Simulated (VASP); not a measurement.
Input of a VASP 6.6.1 run:

Contents of INCAR:

```
  PREC = Accurate
  ENCUT = 520
  EDIFF = 1E-6
  ISMEAR = -1
  SIGMA = 0.06
  LREAL = F
  LASPH = T
  NELM = 60
  ALGO = Normal
  ISIF = 2
  LWAVE = F
  LCHARG = F
  GGA = PE
  NBANDS = 12
```

The input KPOINTS:

```
Automatic mesh
0
Gamma
  12 12 12
```

The input POSCAR:

```
Cu
1.0
    0.0000000000      1.7730200000      1.7730200000
    1.7730200000      0.0000000000      1.7730200000
    1.7730200000      1.7730200000      0.0000000000
Cu
1
Direct
    0.0000000000      0.0000000000      0.0000000000
```

Potentials or basis: VASP PAW PBE potentials, release 64 (Cu).

Command:

```console
$ cat potpaw_PBE.64/Cu/POTCAR > POTCAR
$ mpirun -np 1 vasp_std > vasp.out
```

(1) Predict the pressure.

Answers

(1) 12.2 GPa.
